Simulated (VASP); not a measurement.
Input of a VASP 6.6.1 run:

Contents of INCAR:

```
SYSTEM = RbBr
PREC = Accurate ; ENCUT = 500
EDIFF = 1E-6 ; ISMEAR = 0
SIGMA = 0.02 ; LREAL = .FALSE.
LASPH = .TRUE. ; NELM = 120
ALGO = Normal ; ISIF = 2
LWAVE = .FALSE. ; LCHARG = .FALSE.
GGA = CA ; NBANDS = 15
GGA_COMPAT = .FALSE.
```

Contents of KPOINTS:

```
Automatic mesh
0
G
  6 6 6
  0 0 0
```

POSCAR

```
RbBr
1.0
    3.9676059176      0.0000000000      0.0000000000
    0.0000000000      3.9676059176      0.0000000000
    0.0000000000      0.0000000000      3.9676059176
Rb Br
1 1
Direct
    0.0000000000      0.0000000000      0.0000000000
    0.5000000000      0.5000000000      0.5000000000
```

Potentials or basis: VASP PAW LDA potentials, release 64 (Rb_sv, Br).

Command:

```console
$ cat potpaw_LDA.64/Rb_sv/POTCAR potpaw_LDA.64/Br/POTCAR > POTCAR
$ mpirun -np 1 vasp_std > vasp.out
```

Problem. Predict the band gap on the k mesh.

Solution. 4.13 eV, indirect (least direct gap 4.28 eV).

Problem. What does it give for the pressure?

Solution. 0.1 GPa.

A k mesh can miss the band edges. LDA gaps usually lie below the measured ones, often by a third to a half.
